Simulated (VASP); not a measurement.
SnO2 (Cassiterite):

```
Sn O
1.0
     4.73800    0.00000    0.00000
     0.00000    4.73800    0.00000
     0.00000    0.00000    3.18650
Sn O
2 4
Direct
  0.50000 0.50000 0.50000
  0.00000 0.00000 0.00000
  0.80710 0.19290 0.50000
  0.69290 0.69290 0.00000
  0.19290 0.80710 0.50000
  0.30710 0.30710 0.00000
```

Base run:

* Program: VASP 6.6.1
* Functional: PBE
* Potentials or basis: VASP PAW PBE potentials, release 64 (Sn_d, O)
* Cutoff: 520 eV
* k mesh: 5 × 5 × 7
* Occupations: fermi-dirac, width 0.05 eV
* Spin: no spin polarisation

Its results: band gap on the k mesh 1.27 eV, direct; pressure 11.8 GPa; largest force 0.294 eV/Å.

Question: The run is repeated on the same cell with these changes: functional from PBE to r2SCAN; occupations from fermi-dirac, width 0.05 eV to methfessel-paxton, width 0.05 eV. What comes out?

Answer: Band gap on the k mesh 1.99 eV, direct; pressure 4.5 GPa; largest force 0.277 eV/Å.

Caveats: spin-orbit coupling is left out, which moves the levels of the heavy elements; the PAW data sets were made with another functional, which shifts forces and pressure a little (some runs).

